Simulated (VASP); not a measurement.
Set up this calculation in VASP 6.6.1, as the native input.

* Task: single point
* Functional: PBE
* Potentials or basis: VASP PAW PBE potentials, release 64 (P)
* Cutoff: 520 eV
* k mesh: 6 × 8 × 1
* Occupations: fermi-dirac, width 0.02 eV
* Spin: no spin polarisation
* Dipole correction: yes
* Further INCAR settings: ALGO = Normal; EDIFF = 1e-06; NBANDS = 18

The structure of P lies in POSCAR:

```
P
1.0
    4.6275012813      0.0000000000      0.0000000000
    0.0000000000      3.3247862272      0.0000000000
    0.0000000000      0.0000000000     27.8195791164
P
4
Direct
    0.0917030157      0.0000000000      0.3788886327
    0.4082969843      0.5000000000      0.3788886327
    0.5917030157      0.5000000000      0.3040835978
    0.9082969843      0.0000000000      0.3040835978
```

This cell differs from its parent crystal: uniaxial y strain +1.0%.

One way to write it, as run:

INCAR

```
SYSTEM = P
PREC = Accurate ; ENCUT = 520
EDIFF = 1E-6 ; ISMEAR = -1
SIGMA = 0.02 ; LREAL = .False.
LASPH = .True. ; NELM = 100
ALGO = Normal ; ISIF = 2
LWAVE = .False. ; LCHARG = .True.
LDIPOL = .True. ; IDIPOL = 3
DIPOL = 0.5 0.5 0.341 ; GGA = PE
LELF = .True. ; LVHAR = .True.
LVACPOTAV = .True. ; NBANDS = 18
```

KPOINTS

```
regular mesh
0
Gamma
  6 8 1
  0 0 0
```

Potentials or basis: VASP PAW PBE potentials, release 64 (P).

Run with:

```bash
$ cat potpaw_PBE.64/P/POTCAR > POTCAR
$ mpirun -np 1 vasp_std > vasp.out
```

Results of the run:

| Property | Result |
| --- | --- |
| Largest force | 0.202 eV/Å |
| Band gap on the k mesh | 0.98 eV |

Caveat: the cell differs from its parent crystal (uniaxial y strain +1.0%).

Wall time 120 s on 1 thread of Intel(R) Xeon(R) 6975P-C (Granite Rapids) (shared host), peak memory 0.51 GiB.
